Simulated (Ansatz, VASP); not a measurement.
## Au in VASP and in Ansatz

```xyz
2
Lattice="0.0000 2.9635 2.9635 2.9635 0.0000 2.9635 2.9635 2.9635 0.0000" Properties=species:S:1:pos:R:3 pbc="T T T"
Au   -0.7409   -0.7409   -0.7409
Au    0.7409    0.7409    0.7409
```

Alike in both runs: functional LDA; k mesh 13 × 13 × 13; occupations fermi-dirac, width 0.05 eV; non-collinear spin, spin-orbit coupling.

Ansatz relaxed the structure, and its values are those at the end. VASP's run is a single point on that final structure, the one shown.

|  | VASP | Ansatz |
| --- | --- | --- |
| version | VASP 6.6.1 | Ansatz 0.2.0 |
| potentials or method | VASP PAW LDA potentials, release 64 (Au) | PAW with Ansatz's default frozen-core files, fully relativistic files with spin-orbit coupling |
| plane-wave cutoff (eV) | 520 | 420 |
| valence electrons in the cell | 22 | 38 |

```csv
,VASP,Ansatz,Ansatz less VASP
pressure (GPa),0.5,0.0,-0.44
net moment per atom (μB),0.00,0.00,0.000
```

LDA's correlation is that of Perdew and Zunger in VASP and of Perdew and Wang (1992) in Ansatz. VASP's potentials hold 22 valence electrons a cell and Ansatz's 38, so a difference there can come from the potentials and not from the codes.
